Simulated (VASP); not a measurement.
# BAs in VASP: further runs, part 2 of 2

VASP 6.6.1. The steps go on from the part before.

### Step 3. Electric field gradients, LDA (equal xx and yy strain of +2 %)

INCAR reads:

```
SYSTEM = BAs
PREC = Accurate
ENCUT = 520
EDIFF = 1E-8
ISMEAR = -1
SIGMA = 0.03
LREAL = .False.
LASPH = .True.
NELM = 100
ALGO = Normal
ISIF = 2
LWAVE = .False.
LCHARG = .False.
LEFG = .True.
NBANDS = 11
```

KPOINTS reads:

```
regular mesh
0
Gamma
  15 15 15
  0 0 0
```

POSCAR reads:

```
BAs
1.0
    0.0000000000      2.4362700000      2.3885000000
    2.4362700000      0.0000000000      2.3885000000
    2.4362700000      2.4362700000      0.0000000000
B As
1 1
Direct
    0.0000000000      0.0000000000      0.0000000000
    0.7500000000      0.7500000000      0.7500000000
```

Potentials or basis: VASP PAW LDA potentials, release 64 (B, As).

Launch:

```sh
$ cat potpaw_LDA.64/B/POTCAR potpaw_LDA.64/As/POTCAR > POTCAR
$ mpirun -np 1 vasp_std > vasp.out
```

OUTCAR:

```text
SYSTEM = BAs
   PREC = Accurate
   ENCUT = 520
   EDIFF = 1E-8
   ISMEAR = -1
   LREAL = .False.
   LASPH = .True.
   NELM = 100
   ISIF = 2

 ion  position               nearest neighbor table
   1  0.000  0.000  0.000-   2 2.10   2 2.10   2 2.10   2 2.10
   2  0.750  0.750  0.750-   1 2.10   1 2.10   1 2.10   1 2.10

  LATTYP: Found a body centered tetragonal cell.
 ALAT       =     3.4454060756
 C/A-ratio  =     1.3864838847

  Lattice vectors:

 A1 = (   0.0000000000,  -2.4362700000,  -2.3885000000)
 A2 = (   0.0000000000,   2.4362700000,  -2.3885000000)
 A3 = (   2.4362700000,   0.0000000000,   2.3885000000)

Analysis of symmetry for initial positions (statically):
=====================================================================
 Subroutine PRICEL returns:
 Original cell was already a primitive cell.

 Routine SETGRP: Setting up the symmetry group for a
[... 525 lines left out ...]
  energy-cutoff  :      520.00
  volume of cell :       28.35
      direct lattice vectors                 reciprocal lattice vectors
     0.000000000  2.436270000  2.388500000    -0.205231768  0.205231768  0.209336404
     2.436270000  0.000000000  2.388500000     0.205231768 -0.205231768  0.209336404
     2.436270000  2.436270000  0.000000000     0.205231768  0.205231768 -0.209336404

 POSITION                                       TOTAL-FORCE (eV/Angst)
 -----------------------------------------------------------------------------------
      0.00000      0.00000      0.00000        -0.000000     -0.000000     -0.000000
      3.65440      3.65440      3.58275         0.000000      0.000000      0.000000
 -----------------------------------------------------------------------------------
    total drift:                                0.000000      0.000000      0.000000

  FREE ENERGIE OF THE ION-ELECTRON SYSTEM (eV)
  ---------------------------------------------------
  free  energy   TOTEN  =       -12.8783544384 eV

  energy  without entropy=      -12.8783544380  energy(sigma->0) =      -12.87835444

 Electric field gradients (V/A^2)
---------------------------------------------------------------------
 ion       V_xx      V_yy      V_zz      V_xy      V_xz      V_yz
---------------------------------------------------------------------
   1       0.034     0.034    -0.068    -0.000    -0.000    -0.000
   2       1.242     1.242    -2.484     0.000     0.000     0.000
---------------------------------------------------------------------

 Electric field gradients after diagonalization (V/A^2)
 (convention: |V_zz| > |V_xx| > |V_yy|)
----------------------------------------------------------------------
 ion       V_xx      V_yy      V_zz     asymmetry (V_yy - V_xx)/ V_zz
----------------------------------------------------------------------
   1       0.034     0.034    -0.068       0.000
   2       1.242     1.242    -2.484       0.000
----------------------------------------------------------------------

           NMR quadrupolar parameters

 Cq : quadrupolar parameter    Cq=e*Q*V_zz/h
 eta: asymmetry parameters     (V_yy - V_xx)/ V_zz
 Q  : nuclear electric quadrupole moment in mb (millibarn)
----------------------------------------------------------------------
 ion       Cq(MHz)       eta       Q (mb)
----------------------------------------------------------------------
   1      -0.000       0.000       1.000
   2      -0.006       0.000       1.000
----------------------------------------------------------------------
```

OSZICAR:

```text
N       E                     dE             d eps       ncg     rms          rms(c)
DAV:   1     0.102842905336E+02    0.10284E+02   -0.36924E+03  6344   0.633E+02
DAV:   2    -0.127855359766E+02   -0.23070E+02   -0.22045E+02  8500   0.102E+02
DAV:   3    -0.135179094754E+02   -0.73237E+00   -0.73062E+00  7873   0.169E+01
DAV:   4    -0.135201261323E+02   -0.22167E-02   -0.22165E-02  7068   0.106E+00
DAV:   5    -0.135201299546E+02   -0.38222E-05   -0.38222E-05  7603   0.468E-02    0.472E+00
DAV:   6    -0.129601790535E+02    0.55995E+00   -0.15547E+00  6780   0.487E+00    0.223E+00
DAV:   7    -0.128908464604E+02    0.69333E-01   -0.16188E-01  7494   0.203E+00    0.868E-01
DAV:   8    -0.128783245802E+02    0.12522E-01   -0.21900E-02  7281   0.771E-01    0.935E-02
DAV:   9    -0.128783459344E+02   -0.21354E-04   -0.76427E-04  7055   0.165E-01    0.522E-02
DAV:  10    -0.128783531594E+02   -0.72249E-05   -0.76892E-05  6807   0.498E-02    0.118E-02
DAV:  11    -0.128783545632E+02   -0.14039E-05   -0.15453E-06  7724   0.811E-03    0.106E-02
DAV:  12    -0.128783544379E+02    0.12534E-06   -0.81766E-07  6939   0.371E-03    0.294E-03
DAV:  13    -0.128783544384E+02   -0.52552E-09   -0.34037E-08  7424   0.120E-03
   1 F= -.12878354E+02 E0= -.12878354E+02  d E =-.423023E-09
```

Run time: 57 s. Hardware: 1 thread of Intel Xeon Platinum 8488C (Sapphire Rapids), shared host; peak memory 0.21 GiB.

What came out:

```yaml
Free_energy: -12.8784 eV
Pressure: -8.0 GPa
Band_gap_on_the_k_mesh: 0.87 eV, indirect (least direct gap 3.00 eV)
```

Electric field gradients, principal values (V/Å²):
```tsv
atom	least	middle	greatest (by size)
1 B	0.034	0.034	-0.068
2 As	1.242	1.242	-2.484
```

Caveat: the cell differs from its parent crystal (equal xx and yy strain of +2 %); without QUAD_EFG the Cq values of the log hold for a quadrupole moment of 1 mb, not for the nuclei. A k mesh can miss the band edges.

### Step 4. Electric field gradients, LDA (volume scaled by 0.94)

INCAR reads:

```
SYSTEM = BAs
ALGO = Normal ; EDIFF = 1E-8
ENCUT = 520 ; GGA = CA
ISIF = 2 ; ISMEAR = -1
LASPH = .True. ; LCHARG = .False.
LEFG = .True. ; LREAL = .False.
LWAVE = .False. ; NBANDS = 11
NELM = 80 ; PREC = Accurate
SIGMA = 0.03
```

KPOINTS reads:

```
k-points
0
Gamma
  15 15 15
  0 0 0
```

POSCAR reads:

```
BAs
1.0
    0.0000000000      2.3397414207      2.3397414207
    2.3397414207      0.0000000000      2.3397414207
    2.3397414207      2.3397414207      0.0000000000
B As
1 1
Direct
    0.0000000000      0.0000000000      0.0000000000
    0.7500000000      0.7500000000      0.7500000000
```

Potentials or basis: VASP PAW LDA potentials, release 64 (B, As).

Launch:

```sh
$ cat potpaw_LDA.64/B/POTCAR potpaw_LDA.64/As/POTCAR > POTCAR
$ mpirun -np 1 vasp_std > vasp.out
```

OUTCAR:

```text
SYSTEM = BAs
   EDIFF = 1E-8
   ENCUT = 520
   GGA = CA
   ISIF = 2
   ISMEAR = -1
   LASPH = .True.
   LREAL = .False.
   NELM = 80
   PREC = Accurate

 ion  position               nearest neighbor table
   1  0.000  0.000  0.000-   2 2.03   2 2.03   2 2.03   2 2.03
   2  0.750  0.750  0.750-   1 2.03   1 2.03   1 2.03   1 2.03

  LATTYP: Found a face centered cubic cell.
 ALAT       =     4.6794828414

  Lattice vectors:

 A1 = (   0.0000000000,   2.3397414207,   2.3397414207)
 A2 = (   2.3397414207,   0.0000000000,   2.3397414207)
[... 548 lines left out ...]
  ---------------------------------------------------
  free  energy   TOTEN  =       -12.9064157850 eV

  energy  without entropy=      -12.9064157850  energy(sigma->0) =      -12.90641578

 Electric field gradients (V/A^2)
---------------------------------------------------------------------
 ion       V_xx      V_yy      V_zz      V_xy      V_xz      V_yz
---------------------------------------------------------------------
   1       0.000     0.000     0.000     0.000     0.000     0.000
   2      -0.000    -0.000     0.000     0.000     0.000     0.000
---------------------------------------------------------------------

 Electric field gradients after diagonalization (V/A^2)
 (convention: |V_zz| > |V_xx| > |V_yy|)
----------------------------------------------------------------------
 ion       V_xx      V_yy      V_zz     asymmetry (V_yy - V_xx)/ V_zz
----------------------------------------------------------------------
   1      -0.000    -0.000     0.000       0.000
   2      -0.000    -0.000     0.000       0.000
----------------------------------------------------------------------

           NMR quadrupolar parameters

 Cq : quadrupolar parameter    Cq=e*Q*V_zz/h
 eta: asymmetry parameters     (V_yy - V_xx)/ V_zz
 Q  : nuclear electric quadrupole moment in mb (millibarn)
----------------------------------------------------------------------
 ion       Cq(MHz)       eta       Q (mb)
----------------------------------------------------------------------
   1       0.000       0.000       1.000
   2       0.000       0.000       1.000
----------------------------------------------------------------------
```

OSZICAR:

```text
N       E                     dE             d eps       ncg     rms          rms(c)
DAV:   1     0.113208942393E+02    0.11321E+02   -0.38100E+03  2640   0.642E+02
DAV:   2    -0.130271565695E+02   -0.24348E+02   -0.23193E+02  3559   0.108E+02
DAV:   3    -0.137657937092E+02   -0.73864E+00   -0.73676E+00  3304   0.173E+01
DAV:   4    -0.137677901279E+02   -0.19964E-02   -0.19963E-02  2937   0.102E+00
DAV:   5    -0.137677930412E+02   -0.29133E-05   -0.29133E-05  3196   0.423E-02    0.549E+00
DAV:   6    -0.130176222030E+02    0.75017E+00   -0.18989E+00  2841   0.572E+00    0.258E+00
DAV:   7    -0.129204535664E+02    0.97169E-01   -0.24572E-01  3127   0.245E+00    0.930E-01
DAV:   8    -0.129063822793E+02    0.14071E-01   -0.24873E-02  3027   0.847E-01    0.105E-01
DAV:   9    -0.129064102621E+02   -0.27983E-04   -0.77785E-04  3017   0.175E-01    0.637E-02
DAV:  10    -0.129064144313E+02   -0.41692E-05   -0.76365E-05  2817   0.494E-02    0.138E-02
DAV:  11    -0.129064159383E+02   -0.15070E-05   -0.21829E-06  3210   0.901E-03    0.139E-02
DAV:  12    -0.129064157843E+02    0.15400E-06   -0.80665E-07  2883   0.378E-03    0.376E-03
DAV:  13    -0.129064157850E+02   -0.69707E-09   -0.30409E-08  3111   0.119E-03
   1 F= -.12906416E+02 E0= -.12906416E+02  d E =-.624632E-10
```

It took 16 s on 1 thread of Intel Xeon 6975P-C (Granite Rapids), shared host; peak memory 0.16 GiB.

What came out:

```
Free energy            : -12.9064 eV
Pressure               : 6.4 GPa
Band gap on the k mesh : 1.07 eV, indirect (least direct gap 3.33 eV)
```

Caveat: without QUAD_EFG the Cq values of the log hold for a quadrupole moment of 1 mb, not for the nuclei. A k mesh can miss the band edges.

### Step 5. Summary

```tsv
cell	gap on the mesh (eV)	pressure (GPa)
a = 3.429, b = 3.429, c = 3.378 Å, angles 60.5, 60.5, 59.0°, 2 atoms	0.93	-6.8
a = 3.412, b = 3.412, c = 3.445 Å, angles 59.7, 59.7, 60.7°, 2 atoms	0.87	-8.0
a = 3.309 Å, angles 60.0°, 2 atoms	1.07	6.4
```

Alike in all rows: task electric field gradients; level LDA; potentials or basis VASP PAW LDA potentials, release 64 (B, As); no spin polarisation; k mesh 15 × 15 × 15; cutoff (eV) 520; smearing fermi-dirac 0.03 eV.

Total energies depend on the potentials used, so only differences within one code and one set of settings carry meaning.
